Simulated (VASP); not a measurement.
A run of VASP 6.6.1 is set up as follows.

POSCAR

```
GdO
1.0
    0.0000000000      2.7000000000      2.7000000000
    2.7000000000      0.0000000000      2.7000000000
    2.7000000000      2.7000000000      0.0000000000
Gd O
1 1
Direct
    0.0000000000      0.0000000000      0.0000000000
    0.7500000000      0.7500000000      0.7500000000
```

File INCAR.step1:

```
SYSTEM = GdO
PREC = Accurate ; ENCUT = 520
EDIFF = 1E-7 ; ISMEAR = -1
SIGMA = 0.05 ; LREAL = .False.
LASPH = .True. ; NELM = 150
ALGO = Normal ; ISIF = 2
LWAVE = .False. ; LCHARG = .True.
ISPIN = 2 ; MAGMOM = 7 0
LMAXMIX = 6 ; LDAU = .True.
LDAUTYPE = 2 ; LDAUL = 3 -1
LDAUU = 4 0 ; LDAUJ = 0 0
LDAUPRINT = 1 ; GGA = PS
NBANDS = 23
```

Contents of KPOINTS.step1:

```
regular mesh
0
Gamma
  9 9 9
  0 0 0
```

Contents of INCAR.step2:

```
SYSTEM = GdO
PREC = Accurate ; ENCUT = 520
EDIFF = 1E-7 ; ISMEAR = -5
SIGMA = 0.05 ; LREAL = .False.
LASPH = .True. ; NELM = 150
ALGO = Normal ; ISIF = 2
LWAVE = .False. ; LCHARG = .False.
ISPIN = 2 ; MAGMOM = 7 0
LORBIT = 11 ; LMAXMIX = 6
LDAU = .True. ; LDAUTYPE = 2
LDAUL = 3 -1 ; LDAUU = 4 0
LDAUJ = 0 0 ; LDAUPRINT = 1
GGA = PS ; NBANDS = 23
NEDOS = 2001 ; ICHARG = 11
```

The input KPOINTS.step2:

```
regular mesh
0
Gamma
  14 14 14
  0 0 0
```

Potentials or basis: VASP PAW PBE potentials, release 64 (Gd, O).

The run is started by

```bash
$ cat potpaw_PBE.64/Gd/POTCAR potpaw_PBE.64/O/POTCAR > POTCAR
$ cp INCAR.step1 INCAR
$ cp KPOINTS.step1 KPOINTS
$ mpirun -np 1 vasp_std > vasp.out
$ cp INCAR.step2 INCAR
$ cp KPOINTS.step2 KPOINTS
$ mpirun -np 1 vasp_std > vasp.out
```

Estimate the site moments.

Gd +7.07; O -0.00 μB.

Predict the net moment.

7.88 μB per cell.

Eigenvalues of the final occupation matrices:
```tsv
site	spin	trace	eigenvalues
site 1 f	1	6.94	0.99 0.99 0.99 0.99 0.99 0.99 1.00
site 1 f	2	0.04	0.00 0.00 0.00 0.00 0.00 0.00 0.02
```

Caveat: spin-orbit coupling is left out, which moves the levels of the heavy elements; a cell with one magnetic atom can't hold antiferromagnetic order, which such compounds often take. The state reached can hang on the start; a lower one may exist.
